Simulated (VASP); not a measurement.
Set up this calculation in VASP 6.6.1, as the native input.

| Property | Result |
| --- | --- |
| Task | single point |
| Functional | PBE |
| Potentials or basis | VASP PAW PBE potentials, release 64 (Cs_sv) |
| Cutoff | 520 eV |
| k mesh | 12 × 12 × 12 |
| Occupations | fermi-dirac, width 0.1 eV |
| Spin | no spin polarisation |
| Dipole correction | no |
| Further INCAR settings | ALGO = Normal; EDIFF = 1e-07; NBANDS = 10 |

The structure of Cs lies in POSCAR:

```
Cs
1.0
   -3.0355662019      3.0355662019      3.0355662019
    3.0355662019     -3.0355662019      3.0355662019
    3.0355662019      3.0355662019     -3.0355662019
Cs
1
Direct
    0.0000000000      0.0000000000      0.0000000000
```

The input as run:

INCAR

```
PREC = Accurate
ENCUT = 520
EDIFF = 1E-7
ISMEAR = -1
SIGMA = 0.1
LREAL = F
LASPH = T
NELM = 100
ALGO = Normal
ISIF = 2
LWAVE = F
LCHARG = F
GGA = PE
NBANDS = 10
```

KPOINTS

```
Automatic mesh
0
Gamma
  12 12 12
```

Potentials or basis: VASP PAW PBE potentials, release 64 (Cs_sv).

Run with:

```bash
$ cat potpaw_PBE.64/Cs_sv/POTCAR > POTCAR
$ mpirun -np 1 vasp_std > vasp.out
```

Results of the run:

| Item | Value |
| --- | --- |
| Pressure | 0.1 GPa |
| Band gap on the k mesh | zero (an odd number of electrons rules out a gap without spin polarisation) |

Caveat: spin-orbit coupling is left out, which moves the levels of the heavy elements.

It took 100 s on 1 thread of AMD EPYC 7R13 (shared host), peak memory 0.24 GiB.
